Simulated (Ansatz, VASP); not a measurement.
# One calculation of Co, two programs

```xyz
2
Lattice="0.0000 2.5176 2.5176 2.5176 0.0000 2.5176 2.5176 2.5176 0.0000" Properties=species:S:1:pos:R:3 pbc="T T T"
Co    0.0000    0.0000    0.0000
Co    1.2588    1.2588    1.2588
```

Alike in both runs: functional r2SCAN; k mesh 14 × 14 × 14; occupations gaussian, width 0.1 eV; collinear spin.

Ansatz relaxed the structure, and its values are those at the end. VASP's run is a single point on that final structure, the one shown.

|  | VASP | Ansatz |
| --- | --- | --- |
| version | VASP 6.6.1 | Ansatz 0.2.0 |
| potentials or method | VASP PAW PBE potentials, release 64 (Co), cutoff 520 eV | scalar-relativistic, plane waves, PAW |
| valence electrons in the cell | 18 | 34 |

```csv
,VASP,Ansatz,Ansatz less VASP
gap on the k mesh at the Fermi level (eV),none,none,-
pressure (GPa),-0.5,0.0,+0.47
net moment per atom (μB),1.84,1.84,+0.006
size of the moment on the site where the two differ most (μB),1.85,1.92,+0.075
```

VASP's potentials were made for PBE, not for r2SCAN. Site moments also hang on the region over which each program counts them. A gap of «none» marks a metal or a gap that the smearing closes. The functional is the same, so the differences come from potentials, cutoffs and numerics. VASP's potentials hold 18 valence electrons a cell and Ansatz's 34, so a difference there can come from the potentials and not from the codes.
